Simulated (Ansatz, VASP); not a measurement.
**Two plane-wave programs on GdO**

```xyz
2
Lattice="0.0000 2.7355 2.7355 2.7355 0.0000 2.7355 2.7355 2.7355 0.0000" Properties=species:S:1:pos:R:3 pbc="T T T"
Gd    0.0000    0.0000    0.0000
O     4.1033    4.1033    4.1033
```

Alike in both runs: task single point; functional r2SCAN; k mesh 9 × 9 × 9; occupations fermi-dirac, width 0.05 eV; collinear spin.

```csv
,VASP,Ansatz
version,VASP 6.6.1,Ansatz 0.2.0
potentials or method,"VASP PAW PBE potentials, release 64 (Gd, O)",Ansatz PAW
plane-wave cutoff (eV),520,500
valence electrons in the cell,24,24
```

VASP gave:

| Quantity | Value |
| --- | --- |
| gap on the k mesh at the Fermi level (eV) | none |
| pressure (GPa) | -6.0 |
| net moment per atom (μB) | 3.97 |
| size of the moment on the site where the two differ most (μB) | 6.98 |

Estimate Ansatz's values.

gap on the k mesh at the Fermi level (eV): none; pressure (GPa): -5.9; net moment per atom (μB): 3.97; size of the moment on the site where the two differ most (μB): 7.04.

VASP's potentials were made for PBE, not for r2SCAN. Site moments also hang on the region over which each program counts them. A gap of «none» marks a metal or a gap that the smearing closes. The functional is the same, so the differences come from potentials, cutoffs and numerics.

Spin-orbit coupling is off throughout. Noted on Ansatz's run: the magnetic or orbital state may not be the lowest.
